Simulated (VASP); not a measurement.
# Li6Te2O (P4/mmm) in VASP: notebook

Runs on Li6Te2O. Level: PBE. Tasks: single point, relaxation of cell and atoms.

Everything below comes from runs of VASP 6.6.1. Logs are shortened: lines on timing, memory, paths and dates and some standing lists are left out, and cuts for length are marked.

### 1 The cell of the first run

Symmetry: P4/mmm, No. 123, tetragonal system. The conventional cell has a = 4.469 Å, b = 4.469 Å, c = 10.631 Å, α = 90.00°, β = 90.00°, γ = 90.00°. Within 3.4 Å of Li (site symmetry 2mm) lie 2 Te at 2.59 Å and 7 Li at 2.65 to 3.16 Å and 2 O at 2.65 Å. Within 3.4 Å of Li (site symmetry 4/mmm) lie 2 Te at 2.58 Å. Li (site symmetry 4/mmm) has 8 Li at 2.65 Å and 2 Te at 2.74 Å and 4 O at 3.16 Å within 3.5 Å. Within 3.4 Å of Te (site symmetry 4mm) lie 6 Li at 2.58 to 2.74 Å. Within 3.5 Å of O (site symmetry 4/mmm) lie 12 Li at 2.65 to 3.16 Å.

### 2 Single point, PBE

The input, INCAR:

```
SYSTEM = Li6Te2O
PREC = Accurate
ENCUT = 520
EDIFF = 1E-6
ISMEAR = 0
SIGMA = 0.02
LREAL = .FALSE.
LASPH = .TRUE.
NELM = 100
ALGO = Normal
ISIF = 2
LWAVE = .FALSE.
LCHARG = .FALSE.
GGA = PE
NBANDS = 28
```

The input, KPOINTS:

```
regular mesh
0
G
  6 6 4
  0 0 0
```

The input, POSCAR:

```
Li6Te2O
1.0
    4.4691231576      0.0000000000      0.0000000000
    0.0000000000      4.4691231576      0.0000000000
    0.0000000000      0.0000000000     10.6314567711
Li Te O
6 2 1
Direct
    0.5000000000      0.0000000000      0.1340115915
    0.5000000000      0.0000000000      0.8659884085
    0.0000000000      0.5000000000      0.1340115915
    0.0000000000      0.5000000000      0.8659884085
    0.0000000000      0.0000000000      0.5000000000
    0.0000000000      0.0000000000      0.0000000000
    0.0000000000      0.0000000000      0.2576765683
    0.0000000000      0.0000000000      0.7423234317
    0.5000000000      0.5000000000      0.0000000000
```

Potentials or basis: VASP PAW PBE potentials, release 64 (Li_sv, Te, O).

Run with:

```sh
cat potpaw_PBE.64/Li_sv/POTCAR potpaw_PBE.64/Te/POTCAR potpaw_PBE.64/O/POTCAR > POTCAR
mpirun -np 1 vasp_std > vasp.out
```

OUTCAR:

```text
SYSTEM = Li6Te2O
   PREC = Accurate
   ENCUT = 520
   EDIFF = 1E-6
   ISMEAR = 0
   LREAL = .FALSE.
   LASPH = .TRUE.
   NELM = 100
   ISIF = 2
   GGA = PE

 ion  position               nearest neighbor table
   1  0.500  0.000  0.134-   7 2.59   7 2.59
   2  0.500  0.000  0.866-   8 2.59   8 2.59
   3  0.000  0.500  0.134-   7 2.59   7 2.59
   4  0.000  0.500  0.866-   8 2.59   8 2.59
   5  0.000  0.000  0.500-   7 2.58   8 2.58
   6  0.000  0.000  0.000-   7 2.74   8 2.74
   7  0.000  0.000  0.258-   5 2.58   3 2.59   1 2.59   3 2.59   1 2.59   6 2.74
   8  0.000  0.000  0.742-   5 2.58   4 2.59   2 2.59   4 2.59   2 2.59   6 2.74
   9  0.500  0.500  0.000-

  LATTYP: Found a simple tetragonal cell.
 ALAT       =     4.4691231576
 C/A-ratio  =     2.3788686049

  Lattice vectors:

 A1 = (   4.4691231576,   0.0000000000,   0.0000000000)
 A2 = (   0.0000000000,   4.4691231576,   0.0000000000)
 A3 = (   0.0000000000,   0.0000000000,  10.6314567711)

Analysis of symmetry for initial positions (statically):
=====================================================================
 Subroutine PRICEL returns:
 Original cell was already a primitive cell.

 Routine SETGRP: Setting up the symmetry group for a
 simple tetragonal supercell.

 Subroutine GETGRP returns: Found 16 space group operations
 (whereof 16 operations were pure point group operations)
 out of a pool of 16 trial point group operations.

The static configuration has the point symmetry D_4h.

Analysis of symmetry for dynamics (positions and initial velocities):
=====================================================================
 Subroutine PRICEL returns:
 Original cell was already a primitive cell.

 Routine SETGRP: Setting up the symmetry group for a
 simple tetragonal supercell.

 Subroutine GETGRP returns: Found 16 space group operations
 (whereof 16 operations were pure point group operations)
 out of a pool of 16 trial point group operations.

The dynamic configuration has the point symmetry D_4h.

 Subroutine INISYM returns: Found 16 space group operations
 (whereof 16 operations are pure point group operations),
 and found     1 'primitive' translations

----------------------------------------------------------------------------------------

                                     Primitive cell

  volume of cell :     212.3427

  direct lattice vectors                    reciprocal lattice vectors
     4.469123158  0.000000000  0.000000000     0.223757539  0.000000000  0.000000000
     0.000000000  4.469123158  0.000000000     0.000000000  0.223757539  0.000000000
     0.000000000  0.000000000 10.631456771     0.000000000  0.000000000  0.094060487

  length of vectors
     4.469123158  4.469123158 10.631456771     0.223757539  0.223757539  0.094060487

  position of ions in fractional coordinates (direct lattice)
     0.500000000  0.000000000  0.134011591
     0.500000000  0.000000000  0.865988409
     0.000000000  0.500000000  0.134011591
     0.000000000  0.500000000  0.865988409
     0.000000000  0.000000000  0.500000000
     0.000000000  0.000000000  0.000000000
     0.000000000  0.000000000  0.257676568
     0.000000000  0.000000000  0.742323432
     0.500000000  0.500000000  0.000000000

  ion indices of the primitive-cell ions
   primitive index   ion index
                 1           1
                 2           2
                 3           3
                 4           4
                 5           5
                 6           6
                 7           7
                 8           8
                 9           9

----------------------------------------------------------------------------------------

 KPOINTS: regular mesh

Automatic generation of k-mesh.
 Grid dimensions read from file:
 generate k-points for:    6    6    4

 Generating k-lattice:

  Cartesian coordinates                     Fractional coordinates (reciprocal lattice)
     0.037292923  0.000000000  0.000000000     0.166666667  0.000000000  0.000000000
     0.000000000  0.037292923  0.000000000     0.000000000  0.166666667  0.000000000
     0.000000000  0.000000000  0.023515122     0.000000000  0.000000000  0.250000000

  Length of vectors
     0.037292923  0.037292923  0.023515122

  Shift w.r.t. Gamma in fractional coordinates (k-lattice)
     0.000000000  0.000000000  0.000000000

 Subroutine IBZKPT returns following result:
 ===========================================

 Found     30 irreducible k-points:

 Following reciprocal coordinates:
            Coordinates               Weight
  0.000000  0.000000  0.000000      1.000000
  0.166667  0.000000  0.000000      4.000000
  0.333333  0.000000  0.000000      4.000000
  0.500000  0.000000  0.000000      2.000000
  0.166667  0.166667  0.000000      4.000000
  0.333333  0.166667  0.000000      8.000000
[... 16 lines left out ...]
  0.333333  0.000000  0.500000      4.000000
  0.500000  0.000000  0.500000      2.000000
 [... further k-points ...]
   k-points           NKPTS =     30   k-points in BZ     NKDIM =     30   number of bands    NBANDS=     28
   number of dos      NEDOS =    301   number of ions     NIONS =      9
   total plane-waves  NPLWV = 103680
   dimension x,y,z NGX =    36 NGY =   36 NGZ =   80
   dimension x,y,z NGXF=    72 NGYF=   72 NGZF=  160
   ions per type =               6   2   1
   NGX,Y,Z   is equivalent  to a cutoff of  13.39, 13.39, 12.51 a.u.
   NGXF,Y,Z  is equivalent  to a cutoff of  26.78, 26.78, 25.02 a.u.
 SYSTEM =  Li6Te2O
   PREC   = accura    normal or accurate (medium, high low for compatibility)
   ISTART =      0    job   : 0-new  1-cont  2-samecut
   ICHARG =      2    charge: 1-file 2-atom 10-const
   ISPIN  =      1    spin polarized calculation?
   LNONCOLLINEAR =      F non collinear calculations
   LSORBIT =      F    spin-orbit coupling
   LASPH  =      T    aspherical Exc in radial PAW
   ENCUT  =  520.0 eV  38.22 Ry    6.18 a.u.   8.31  8.31 19.77*2*pi/ulx,y,z
   NELM   =    100;   NELMIN=  2; NELMDL= -5     # of ELM steps
   EDIFF  = 0.1E-05   stopping-criterion for ELM
   LREAL  =      F    real-space projection
[... 7 lines left out ...]
   TEBEG  =    0.0;   TEEND  =   0.0 temperature during run
   PSTRESS=    0.0 pullay stress
   NELECT =      36.0000    total number of electrons
   NUPDOWN=      -1.0000    fix difference up-down
   EMIN   =  10.00;   EMAX   =-10.00  energy-range for DOS
   EFERMI =   0.00;   METHOD = LEGACY
   ISMEAR =     0;   SIGMA  =   0.02  broadening in eV -4-tet -1-fermi 0-gaus
   EFERMI_NEDOS =   21; number of points for ismear=-14 and -15
   IALGO  =     38    algorithm
   IMIX   =      4    mixing-type and parameters
     AMIX     =   0.40;   BMIX     =  1.00
     AMIX_MAG =   1.60;   BMIX_MAG =  1.00
  volume/ion in A,a.u.               =      23.59       159.22
  Fermi-wavevector in a.u.,A,eV,Ry     =   0.906073  1.712230 11.169952  0.820968
  Thomas-Fermi vector in A             =   2.029717
   LORBIT       =      0    0 simple, 1 ext, 2 COOP (PROOUT), +10 PAW based schemes
   GGA     = PE    functional components
   LHFCALC =     F    Hartree Fock is set to
   AEXX    =    0.0000 exact exchange contribution
   IVDW    =     0    specifies the selected vdW correction
   LEPSILON=     F    determine dielectric tensor
   LRPA    =     F    only Hartree local field effects (RPA)
 non-spin polarized calculation
 Gauss-broadening in eV      SIGMA  =   0.02
  energy-cutoff  :      520.00
  volume of cell :      212.34
 maximum number of plane-waves:      5760
 NGX is ok and might be reduce to    36
   NGX = 17   NGY = 17   NGZ = 39

 number of electron      36.0000036 magnetization

 Free energy of the ion-electron system (eV)
  ---------------------------------------------------
  ext. energy  EPLUGINS =         0.00000000
  ---------------------------------------------------
  free energy    TOTEN  =       -29.75181409 eV

  energy without entropy =      -29.75181409  energy(sigma->0) =      -29.75181409

 E-fermi :   0.7756     XC(G=0):  -7.0226

 val. band max:        0.5955359382   @ k =   0.0000   0.0000   0.5000
 cond. band min:       2.2229951834   @ k =   0.0000   0.0000   0.0000
 fundamental gap:      1.6274592452
 Fermi energy:         0.7755729849

 k-point     1 :       0.0000    0.0000    0.0000
  band No.  band energies     occupation
      1     -45.8408      2.00000
      2     -45.7509      2.00000
      3     -44.5214      2.00000
      4     -44.5152      2.00000
      5     -44.5128      2.00000
      6     -44.5062      2.00000
[... 20 lines left out ...]
     27       6.6709      0.00000
     28       6.6908      0.00000

 k-point     2 :       0.1667    0.0000    0.0000
  band No.  band energies     occupation
      1     -45.8407      2.00000
      2     -45.7509      2.00000
      3     -44.5209      2.00000
      4     -44.5146      2.00000
      5     -44.5134      2.00000
      6     -44.5068      2.00000
[... 20 lines left out ...]
     27       6.9414      0.00000
     28       7.2278      0.00000

 k-point     3 :       0.3333    0.0000    0.0000
  band No.  band energies     occupation
      1     -45.8405      2.00000
      2     -45.7509      2.00000
      3     -44.5193      2.00000
      4     -44.5150      2.00000
      5     -44.5129      2.00000
      6     -44.5084      2.00000
[... 20 lines left out ...]
     27       7.1240      0.00000
     28       7.6300      0.00000

 k-point     4 :       0.5000    0.0000    0.0000
  band No.  band energies     occupation
      1     -45.8405      2.00000
      2     -45.7509      2.00000
      3     -44.5173      2.00000
      4     -44.5171      2.00000
      5     -44.5107      2.00000
      6     -44.5105      2.00000
[... 578 lines left out ...]
     27       6.9673      0.00000
     28       7.1944      0.00000

 k-point    23 :       0.3333    0.0000    0.5000
  band No.  band energies     occupation
      1     -45.8405      2.00000
      2     -45.7509      2.00000
      3     -44.5193      2.00000
      4     -44.5150      2.00000
      5     -44.5129      2.00000
      6     -44.5084      2.00000
[... 20 lines left out ...]
     27       7.5923      0.00000
     28       7.7563      0.00000

 k-point    24 :       0.5000    0.0000    0.5000
  band No.  band energies     occupation
      1     -45.8404      2.00000
      2     -45.7509      2.00000
      3     -44.5173      2.00000
      4     -44.5171      2.00000
      5     -44.5107      2.00000
      6     -44.5105      2.00000
[... 20 lines left out ...]
     27       7.3024      0.00000
     28       7.4257      0.00000

 [... further k-points ...]

------------------------ aborting loop because EDIFF is reached ----------------------------------------

  FORCE on cell =-STRESS in cart. coord.  units (eV):
  Direction    XX          YY          ZZ          XY          YZ          ZX
  --------------------------------------------------------------------------------------
  -------------------------------------------------------------------------------------
  Total       -0.0185457     -0.0185457      0.0521292      0.0000000     -0.0000000     -0.0000000
  in kB       -0.1399318     -0.1399318      0.3933273      0.0000000     -0.0000000     -0.0000000
  external PRESSURE =       0.0378212 kB  Pullay stress =       0.0000000 kB

 VOLUME and BASIS-vectors are now :
 -----------------------------------------------------------------------------
  energy-cutoff  :      520.00
  volume of cell :      212.34
      direct lattice vectors                 reciprocal lattice vectors
     4.469123158  0.000000000  0.000000000     0.223757539  0.000000000  0.000000000
     0.000000000  4.469123158  0.000000000     0.000000000  0.223757539  0.000000000
     0.000000000  0.000000000 10.631456771     0.000000000  0.000000000  0.094060487

 POSITION                                       TOTAL-FORCE (eV/Angst)
 -----------------------------------------------------------------------------------
      2.23456      0.00000      1.42474        -0.000000      0.000000     -0.009572
      2.23456      0.00000      9.20672        -0.000000      0.000000      0.009572
      0.00000      2.23456      1.42474         0.000000     -0.000000     -0.009572
      0.00000      2.23456      9.20672        -0.000000     -0.000000      0.009572
      0.00000      0.00000      5.31573        -0.000000     -0.000000      0.000000
      0.00000      0.00000      0.00000        -0.000000     -0.000000      0.000000
      0.00000      0.00000      2.73948         0.000000     -0.000000      0.017535
      0.00000      0.00000      7.89198        -0.000000     -0.000000     -0.017535
      2.23456      2.23456      0.00000        -0.000000     -0.000000      0.000000
 -----------------------------------------------------------------------------------
    total drift:                                0.000000      0.000000      0.000000

  FREE ENERGIE OF THE ION-ELECTRON SYSTEM (eV)
  ---------------------------------------------------
  free  energy   TOTEN  =       -29.7518140894 eV

  energy  without entropy=      -29.7518140894  energy(sigma->0) =      -29.75181409
```

It took 3.8 min on 1 thread of Intel Xeon Platinum 8259CL at 2.50GHz (Skylake/Cascade Lake), shared host; peak memory 0.4 GiB.

Results:

| Quantity | Value |
| --- | --- |
| Free energy | -29.7518 eV |
| Largest force | 0.018 eV/Å |
| Band gap on the k mesh | 1.63 eV, indirect (least direct gap 1.67 eV) |

Forces in eV/Å, atoms in the order of the input:
```
Li   0.000  0.000 -0.010
Li   0.000  0.000  0.010
Li   0.000  0.000 -0.010
Li   0.000  0.000  0.010
Li   0.000  0.000  0.000
Li   0.000  0.000  0.000
Te   0.000  0.000  0.018
Te   0.000  0.000 -0.018
O    0.000  0.000  0.000
```

Levels at points of the mesh, in eV from the valence-band top:
```
           k point  band 15  band 16  band 17  band 18  band 19  band 20  band 21  band 22
(0.00, 0.00, 0.00)    -0.36    -0.28    -0.05    -0.05     1.63     3.92     4.66     4.83
(0.50, 0.00, 0.00)    -0.75    -0.32    -0.22    -0.09     1.98     3.73     3.89     4.58
(0.50, 0.50, 0.00)    -1.33    -1.00    -1.00    -0.70     3.20     3.79     3.79     4.09
(0.00, 0.00, 0.50)    -0.41    -0.33     0.00     0.00     2.05     3.41     4.44     4.77
(0.50, 0.00, 0.50)    -0.70    -0.28    -0.27    -0.14     2.16     3.54     4.11     4.58
(0.50, 0.50, 0.50)    -1.43    -0.92    -0.92    -0.70     3.29     4.09     4.09     4.15
```

Caveat: the cutoff is under 1.25 times the usual one of these potentials, so pressure, stress and relaxed cells hold a basis-set (Pulay) error; spin-orbit coupling is left out, which moves the levels of the heavy elements. A k mesh can miss the band edges.

### 3 Relaxation of cell and atoms, PBE

The input, INCAR:

```
SYSTEM = Li6Te2O
PREC = Accurate
ENCUT = 600
EDIFF = 1E-6
ISMEAR = 0
SIGMA = 0.02
LREAL = .FALSE.
LASPH = .TRUE.
NELM = 100
ALGO = Normal
ISIF = 3
LWAVE = .FALSE.
LCHARG = .FALSE.
GGA = PE
IBRION = 2
NSW = 100
EDIFFG = -0.01
```

KPOINTS is that of step 2.

The input, POSCAR:

```
Li6Te2O
1.0
    4.4677894439      0.0000000000      0.0000000000
    0.0000000000      4.4677894439      0.0000000000
    0.0000000000      0.0000000000     10.6343914238
Li Te O
6 2 1
Direct
    0.5000000000      0.0000000000      0.1339937048
    0.5000000000      0.0000000000      0.8660062952
    0.0000000000      0.5000000000      0.1339937048
    0.0000000000      0.5000000000      0.8660062952
    0.0000000000      0.0000000000      0.5000000000
    0.0000000000      0.0000000000      0.0000000000
    0.0000000000      0.0000000000      0.2574911065
    0.0000000000      0.0000000000      0.7425088935
    0.5000000000      0.5000000000      0.0000000000
```

Potentials or basis: VASP PAW PBE potentials, release 64 (Li_sv, Te, O).

Run with:

```sh
cat potpaw_PBE.64/Li_sv/POTCAR potpaw_PBE.64/Te/POTCAR potpaw_PBE.64/O/POTCAR > POTCAR
mpirun -np 1 vasp_std > vasp.out
```

Run time: 6.7 min. Hardware: 1 thread of Intel Xeon Platinum 8259CL at 2.50GHz (Skylake/Cascade Lake), shared host; peak memory 0.45 GiB.

Results (log left out):

```
Free energy                            : -29.7521 eV
Relaxed volume                         : 23.55 Å³/atom
Relaxed cell                           : a = 4.465 Å, b = 4.465 Å, c = 10.631 Å, α = 90.00°, β = 90.00°, γ = 90.00°
Space group after relaxing (to 0.05 Å) : P4/mmm (No. 123)
Energy gained by relaxing              : 0.0 meV/atom
Ionic steps                            : 3
Pressure after relaxing                : 0.0 GPa
Largest force after relaxing           : 0.007 eV/Å
Band gap on the k mesh                 : 1.62 eV, indirect (least direct gap 1.67 eV)
```

Forces on the atoms (eV/Å):
```
Li   0.000  0.000  0.000
Li   0.000  0.000  0.000
Li   0.000  0.000  0.000
Li   0.000  0.000  0.000
Li   0.000  0.000  0.000
Li   0.000  0.000  0.000
Te   0.000  0.000 -0.007
Te   0.000  0.000  0.007
O    0.000  0.000  0.000
```

The path:
| step | energy change (eV) | largest force (eV/Å) | pressure (GPa) | volume (Å³) |
| --- | --- | --- | --- | --- |
| 1 | 0.0000 | 0.0371 | -0.03 | 212.27 |
| 2 | -0.0002 | 0.0205 | -0.03 | 212.16 |
| 3 | -0.0003 | 0.0073 | -0.04 | 211.96 |

Final structure:
```
Li Te O
1.0
     4.46512    0.00000    0.00000
     0.00000    4.46512    0.00000
     0.00000    0.00000   10.63134
Li Te O
6 2 1
Direct
  0.50000 0.00000 0.13382
  0.50000 0.00000 0.86618
  0.00000 0.50000 0.13382
  0.00000 0.50000 0.86618
  0.00000 0.00000 0.50000
  0.00000 0.00000 0.00000
  0.00000 0.00000 0.25794
  0.00000 0.00000 0.74206
  0.50000 0.50000 0.00000
```

Levels at points of the mesh, in eV from the valence-band top:
| k point | band 15 | band 16 | band 17 | band 18 | band 19 | band 20 | band 21 | band 22 |
| --- | --- | --- | --- | --- | --- | --- | --- | --- |
| (0.00, 0.00, 0.00) | -0.35 | -0.29 | -0.05 | -0.05 | 1.62 | 3.92 | 4.66 | 4.82 |
| (0.50, 0.00, 0.00) | -0.77 | -0.31 | -0.24 | -0.08 | 1.97 | 3.72 | 3.89 | 4.58 |
| (0.50, 0.50, 0.00) | -1.33 | -1.01 | -1.01 | -0.71 | 3.20 | 3.79 | 3.79 | 4.08 |
| (0.00, 0.00, 0.50) | -0.40 | -0.35 | 0.00 | 0.00 | 2.04 | 3.42 | 4.45 | 4.77 |
| (0.50, 0.00, 0.50) | -0.71 | -0.29 | -0.26 | -0.13 | 2.15 | 3.55 | 4.10 | 4.59 |
| (0.50, 0.50, 0.50) | -1.43 | -0.93 | -0.93 | -0.71 | 3.29 | 4.09 | 4.09 | 4.15 |

Caveat: the cutoff is under 1.25 times the usual one of these potentials, so pressure, stress and relaxed cells hold a basis-set (Pulay) error; spin-orbit coupling is left out, which moves the levels of the heavy elements. A k mesh can miss the band edges.
